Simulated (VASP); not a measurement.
# Cd (I4_1/amd) in VASP: a series of runs

Cd is run at these levels: PBE; tasks: single point.

All numbers are computed with VASP 6.6.1; they aren't measurements. Logs are shortened: lines on timing, memory, paths and dates and some standing lists are left out, and cuts for length are marked.

**1. The cell of the first run**

The structure is tetragonal, space group I4_1/amd (No. 141). Conventional cell: a = 5.773 Å, b = 5.773 Å, c = 2.948 Å, α = 90.00°, β = 90.00°, γ = 90.00°. Within 3.9 Å of Cd (site symmetry -4m2) lie 10 Cd at 2.95 to 3.64 Å.

**2. Single point, PBE (volume scaled by 0.95)**

INCAR reads:

```
SYSTEM = Cd
  PREC = Accurate
  ENCUT = 520
  EDIFF = 1E-7
  ISMEAR = -1
  SIGMA = 0.1
  LREAL = .FALSE.
  LASPH = .TRUE.
  NELM = 100
  ALGO = Normal
  ISIF = 2
  LWAVE = .FALSE.
  LCHARG = .FALSE.
  GGA = PE
  NBANDS = 19
```

KPOINTS reads:

```
regular mesh
0
G
  14 14 14
  0 0 0
```

POSCAR reads:

```
Cd
1.0
   -2.8865860988      2.8865860988      1.4740878780
    2.8865860988     -2.8865860988      1.4740878780
    2.8865860988      2.8865860988     -1.4740878780
Cd
2
Direct
   -0.3750000000     -0.1250000000     -0.2500000000
    0.3750000000      0.1250000000      0.2500000000
```

Potentials or basis: VASP PAW PBE potentials, release 64 (Cd).

The run is started by

```sh
$ cat potpaw_PBE.64/Cd/POTCAR > POTCAR
$ mpirun -np 1 vasp_std > vasp.out
```

OUTCAR:

```text
SYSTEM = Cd
   PREC = Accurate
   ENCUT = 520
   EDIFF = 1E-7
   ISMEAR = -1
   LREAL = .FALSE.
   LASPH = .TRUE.
   NELM = 100
   ISIF = 2
   GGA = PE

 ion  position               nearest neighbor table
   1  0.625  0.875  0.750-   2 2.98   2 2.98   2 2.98   2 2.98   2 3.64   2 3.64   2 3.64   2 3.64

   2  0.375  0.125  0.250-   1 2.98   1 2.98   1 2.98   1 2.98   1 3.64   1 3.64   1 3.64   1 3.64

  LATTYP: Found a body centered tetragonal cell.
 ALAT       =     5.7731721976
 C/A-ratio  =     0.5106682522

  Lattice vectors:

 A1 = (  -2.8865860988,   2.8865860988,   1.4740878780)
 A2 = (   2.8865860988,  -2.8865860988,   1.4740878780)
 A3 = (   2.8865860988,   2.8865860988,  -1.4740878780)

Analysis of symmetry for initial positions (statically):
=====================================================================
 Subroutine PRICEL returns:
 Original cell was already a primitive cell.

 Routine SETGRP: Setting up the symmetry group for a
 body centered tetragonal supercell.

 Subroutine GETGRP returns: Found 16 space group operations
 (whereof  4 operations were pure point group operations)
 out of a pool of 16 trial point group operations.

The static configuration has the point symmetry C_2h.
 The point group associated with its full space group is D_4h.

Analysis of symmetry for dynamics (positions and initial velocities):
=====================================================================
 Subroutine PRICEL returns:
 Original cell was already a primitive cell.

 Routine SETGRP: Setting up the symmetry group for a
 body centered tetragonal supercell.

 Subroutine GETGRP returns: Found 16 space group operations
 (whereof  4 operations were pure point group operations)
 out of a pool of 16 trial point group operations.

The dynamic configuration has the point symmetry C_2h.
 The point group associated with its full space group is D_4h.

 Subroutine INISYM returns: Found 16 space group operations
 (whereof  4 operations are pure point group operations),
 and found     1 'primitive' translations

----------------------------------------------------------------------------------------

                                     Primitive cell

  volume of cell :      49.1306

  direct lattice vectors                    reciprocal lattice vectors
[... 76 lines left out ...]
   NGXF,Y,Z  is equivalent  to a cutoff of  24.51, 24.51, 24.51 a.u.
 SYSTEM =  Cd
   PREC   = accura    normal or accurate (medium, high low for compatibility)
   ISTART =      0    job   : 0-new  1-cont  2-samecut
   ICHARG =      2    charge: 1-file 2-atom 10-const
   ISPIN  =      1    spin polarized calculation?
   LNONCOLLINEAR =      F non collinear calculations
   LSORBIT =      F    spin-orbit coupling
   LASPH  =      T    aspherical Exc in radial PAW
   ENCUT  =  520.0 eV  38.22 Ry    6.18 a.u.   8.07  8.07  8.07*2*pi/ulx,y,z
   NELM   =    100;   NELMIN=  2; NELMDL= -5     # of ELM steps
   EDIFF  = 0.1E-06   stopping-criterion for ELM
   LREAL  =      F    real-space projection
   EDIFFG = 0.1E-05   stopping-criterion for IOM
   NSW    =      0    number of steps for IOM
   IBRION =     -1    ionic relax: 0-MD 1-quasi-New 2-CG
   NFREE  =      0    steps in history (QN), initial steepest desc. (CG)
   ISIF   =      2    stress and relaxation
   ISYM   =      2    0-nonsym 1-usesym 2-fastsym
   POTIM  = 0.5000    time-step for ionic-motion
   TEBEG  =    0.0;   TEEND  =   0.0 temperature during run
   PSTRESS=    0.0 pullay stress
   NELECT =      24.0000    total number of electrons
   NUPDOWN=      -1.0000    fix difference up-down
   EMIN   =  10.00;   EMAX   =-10.00  energy-range for DOS
   EFERMI =   0.00;   METHOD = LEGACY
   ISMEAR =    -1;   SIGMA  =   0.10  broadening in eV -4-tet -1-fermi 0-gaus
   EFERMI_NEDOS =   21; number of points for ismear=-14 and -15
   IALGO  =     38    algorithm
   IMIX   =      4    mixing-type and parameters
     AMIX     =   0.40;   BMIX     =  1.00
     AMIX_MAG =   1.60;   BMIX_MAG =  1.00
  volume/ion in A,a.u.               =      24.57       165.77
  Fermi-wavevector in a.u.,A,eV,Ry     =   1.289321  2.436464 22.617632  1.662349
  Thomas-Fermi vector in A             =   2.421221
   LORBIT       =      0    0 simple, 1 ext, 2 COOP (PROOUT), +10 PAW based schemes
   GGA     = PE    functional components
   LHFCALC =     F    Hartree Fock is set to
   AEXX    =    0.0000 exact exchange contribution
   IVDW    =     0    specifies the selected vdW correction
   LEPSILON=     F    determine dielectric tensor
   LRPA    =     F    only Hartree local field effects (RPA)
 non-spin polarized calculation
  energy-cutoff  :      520.00
  volume of cell :       49.13
 maximum number of plane-waves:      1348
   NGX = 17   NGY = 17   NGZ = 17

 number of electron      23.9999987 magnetization

 Free energy of the ion-electron system (eV)
  ---------------------------------------------------
  ext. energy  EPLUGINS =         0.00000000
  ---------------------------------------------------
  free energy    TOTEN  =        -1.29449546 eV

  energy without entropy =       -1.26714223  energy(sigma->0) =       -1.28081884

 E-fermi :   1.9923     XC(G=0): -10.3151

 val. band max:        1.9832333788   @ k =  -0.1429   0.2143   0.1429
 cond. band min:       1.9952544961   @ k =  -0.2857  -0.2857   0.2143
 fundamental gap:      0.0120211174
 Fermi energy:         1.9923401238

 k-point     1 :       0.0000    0.0000    0.0000
  band No.  band energies     occupation
      1      -7.5045      2.00000
      2      -7.3811      2.00000
      3      -7.3801      2.00000
      4      -7.3791      2.00000
      5      -6.4182      2.00000
      6      -6.4182      2.00000
[... 505 lines left out ...]
      6      -6.8185      2.00000
[... 11 lines left out ...]
     18      10.2524      0.00000
     19      12.8144      0.00000

 [... further k-points ...]
[... 5 lines left out ...]
  --------------------------------------------------------------------------------------
  -------------------------------------------------------------------------------------
  Total        0.6429026      0.6429026      0.6716432      0.0000000     -0.0000000      0.0000000
  in kB       20.9654111     20.9654111     21.9026587      0.0000000     -0.0000000      0.0000000
  external PRESSURE =      21.2778270 kB  Pullay stress =       0.0000000 kB

 VOLUME and BASIS-vectors are now :
 -----------------------------------------------------------------------------
  energy-cutoff  :      520.00
  volume of cell :       49.13
      direct lattice vectors                 reciprocal lattice vectors
    -2.886586099  2.886586099  1.474087878     0.000000000  0.173214996  0.339192804
     2.886586099 -2.886586099  1.474087878     0.173214996  0.000000000  0.339192804
     2.886586099  2.886586099 -1.474087878     0.173214996  0.173214996  0.000000000

 POSITION                                       TOTAL-FORCE (eV/Angst)
 -----------------------------------------------------------------------------------
      2.88659      1.44329      1.10557         0.000000     -0.000000      0.000000
      0.00000      1.44329      0.36852        -0.000000      0.000000     -0.000000
 -----------------------------------------------------------------------------------
    total drift:                                0.000000     -0.000000      0.000000

  FREE ENERGIE OF THE ION-ELECTRON SYSTEM (eV)
  ---------------------------------------------------
  free  energy   TOTEN  =        -1.2944954569 eV

  energy  without entropy=       -1.2671422326  energy(sigma->0) =       -1.28081884
```

OSZICAR:

```text
N       E                     dE             d eps       ncg     rms          rms(c)
DAV:   1     0.170399078865E+03    0.17040E+03   -0.12857E+04  9272   0.124E+03
DAV:   2     0.270489061449E+01   -0.16769E+03   -0.16193E+03  9587   0.325E+02
DAV:   3    -0.136811029857E+01   -0.40730E+01   -0.40650E+01 10775   0.574E+01
DAV:   4    -0.137546480838E+01   -0.73545E-02   -0.73540E-02  9956   0.231E+00
DAV:   5    -0.137549129795E+01   -0.26490E-04   -0.26489E-04 10195   0.130E-01    0.344E+00
DAV:   6    -0.129942544028E+01    0.76066E-01   -0.18976E-01 10138   0.486E+00    0.284E+00
DAV:   7    -0.129451400574E+01    0.49114E-02   -0.18584E-02 10077   0.117E+00    0.144E+00
DAV:   8    -0.129442310366E+01    0.90902E-04   -0.24286E-03  9671   0.582E-01    0.650E-02
DAV:   9    -0.129447471589E+01   -0.51612E-04   -0.27511E-05 10654   0.448E-02    0.213E-02
DAV:  10    -0.129449581498E+01   -0.21099E-04   -0.21182E-05  9771   0.456E-02    0.151E-03
DAV:  11    -0.129449564567E+01    0.16930E-06   -0.32695E-08  7958   0.130E-03    0.100E-03
DAV:  12    -0.129449544223E+01    0.20344E-06   -0.26950E-08  5637   0.115E-03    0.105E-04
DAV:  13    -0.129449545694E+01   -0.14718E-07   -0.46379E-10  4876   0.207E-04
   1 F= -.12944955E+01 E0= -.12808188E+01  d E =-.273532E-01
```

stdout:

```text
POSCAR found type information on POSCAR Cd
 POSCAR found :  1 types and       2 ions
 scaLAPACK will be used
 LDA part: xc-table for (Slater+PW92), standard interpolation
 POSCAR, INCAR and KPOINTS ok, starting setup
 FFT: planning ... GRIDC
 FFT: planning ... GRID_SOFT
 FFT: planning ... GRID
 WAVECAR not read
 entering main loop
```

Wall time 3 min (1 thread of Oxide Virtual Turin-like, shared host); peak memory 0.27 GiB.

What came out:

```yaml
Free_energy: -1.2945 eV
Pressure: 2.1 GPa
Band_gap_on_the_k_mesh: zero (band 12 reaches 5.14 eV, above the bottom of band 13 at -0.32 eV)
```

**3. Single point, PBE (volume scaled by 0.95)**

INCAR reads:

```
PREC     = Accurate       # precision mode
ENCUT    = 520            # plane-wave cutoff, eV
EDIFF    = 1E-6           # SCF threshold, eV
ISMEAR   = -1             # smearing method
SIGMA    = 0.1            # smearing width, eV
LREAL    = False          # projectors in reciprocal space
LASPH    = True           # aspherical terms in the spheres
NELM     = 60             # most SCF steps
ALGO     = Normal         # electronic algorithm
ISIF     = 2              # what is computed and relaxed
LWAVE    = False          # write WAVECAR
LCHARG   = True           # write CHGCAR
GGA      = PE             # functional
LELF     = True           # ELF
LVHAR    = True         
NBANDS   = 19             # bands
```

KPOINTS reads:

```
regular mesh
0
Gamma
  14 14 14
```

POSCAR is that of step 2.

Potentials or basis: VASP PAW PBE potentials, release 64 (Cd).

The run is started by

```sh
$ cat potpaw_PBE.64/Cd/POTCAR > POTCAR
$ mpirun -np 1 vasp_std > vasp.out
```

OUTCAR:

```text
PREC = Accurate
   ENCUT = 520
   EDIFF = 1E-6
   ISMEAR = -1
   LREAL = False
   LASPH = True
   NELM = 60
   ISIF = 2
   GGA = PE

 ion  position               nearest neighbor table
   1  0.625  0.875  0.750-   2 2.98   2 2.98   2 2.98   2 2.98   2 3.64   2 3.64   2 3.64   2 3.64

   2  0.375  0.125  0.250-   1 2.98   1 2.98   1 2.98   1 2.98   1 3.64   1 3.64   1 3.64   1 3.64

  LATTYP: Found a body centered tetragonal cell.
 ALAT       =     5.7731721976
 C/A-ratio  =     0.5106682522

  Lattice vectors:

 A1 = (  -2.8865860988,   2.8865860988,   1.4740878780)
 A2 = (   2.8865860988,  -2.8865860988,   1.4740878780)
 A3 = (   2.8865860988,   2.8865860988,  -1.4740878780)

Analysis of symmetry for initial positions (statically):
=====================================================================
 Subroutine PRICEL returns:
 Original cell was already a primitive cell.

 Routine SETGRP: Setting up the symmetry group for a
 body centered tetragonal supercell.

 Subroutine GETGRP returns: Found 16 space group operations
[... 157 lines left out ...]

 Free energy of the ion-electron system (eV)
  ---------------------------------------------------
  ext. energy  EPLUGINS =         0.00000000
  ---------------------------------------------------
  free energy    TOTEN  =        -1.29449565 eV

  energy without entropy =       -1.26714257  energy(sigma->0) =       -1.28081911

 E-fermi :   1.9924     XC(G=0): -10.3151

 val. band max:        1.9832570833   @ k =  -0.1429   0.2143   0.1429
 cond. band min:       1.9952712635   @ k =  -0.2857  -0.2857   0.2143
 fundamental gap:      0.0120141802
 Fermi energy:         1.9923590879

 k-point     1 :       0.0000    0.0000    0.0000
  band No.  band energies     occupation
      1      -7.5045      2.00000
      2      -7.3811      2.00000
      3      -7.3801      2.00000
      4      -7.3792      2.00000
      5      -6.4182      2.00000
      6      -6.4182      2.00000
[... 505 lines left out ...]
      6      -6.8185      2.00000
[... 11 lines left out ...]
     18      10.2525      0.00000
     19      12.8145      0.00000

 [... further k-points ...]
[... 5 lines left out ...]
  --------------------------------------------------------------------------------------
  -------------------------------------------------------------------------------------
  Total        0.6422200      0.6422200      0.6709467      0.0000000     -0.0000000     -0.0000000
  in kB       20.9431491     20.9431491     21.8799456      0.0000000     -0.0000000     -0.0000000
  external PRESSURE =      21.2554146 kB  Pullay stress =       0.0000000 kB

 VOLUME and BASIS-vectors are now :
 -----------------------------------------------------------------------------
  energy-cutoff  :      520.00
  volume of cell :       49.13
      direct lattice vectors                 reciprocal lattice vectors
    -2.886586099  2.886586099  1.474087878     0.000000000  0.173214996  0.339192804
     2.886586099 -2.886586099  1.474087878     0.173214996  0.000000000  0.339192804
     2.886586099  2.886586099 -1.474087878     0.173214996  0.173214996  0.000000000

 POSITION                                       TOTAL-FORCE (eV/Angst)
 -----------------------------------------------------------------------------------
      2.88659      1.44329      1.10557         0.000000     -0.000000     -0.000000
      0.00000      1.44329      0.36852        -0.000000      0.000000      0.000000
 -----------------------------------------------------------------------------------
    total drift:                                0.000000     -0.000000      0.000000

  FREE ENERGIE OF THE ION-ELECTRON SYSTEM (eV)
  ---------------------------------------------------
  free  energy   TOTEN  =        -1.2944956456 eV

  energy  without entropy=       -1.2671425691  energy(sigma->0) =       -1.28081911
```

stdout:

```text
POSCAR found type information on POSCAR Cd
 POSCAR found :  1 types and       2 ions
 scaLAPACK will be used
 LDA part: xc-table for (Slater+PW92), standard interpolation
 POSCAR, INCAR and KPOINTS ok, starting setup
 FFT: planning ... GRIDC
 FFT: planning ... GRID_SOFT
 FFT: planning ... GRID
 WAVECAR not read
 entering main loop
```

Wall time 3 min (1 thread of Oxide Virtual Turin-like, shared host); peak memory 0.27 GiB.

What came out:

```
Free energy            : -1.2945 eV
Pressure               : 2.1 GPa
Band gap on the k mesh : zero (band 12 reaches 5.14 eV, above the bottom of band 13 at -0.32 eV)
```
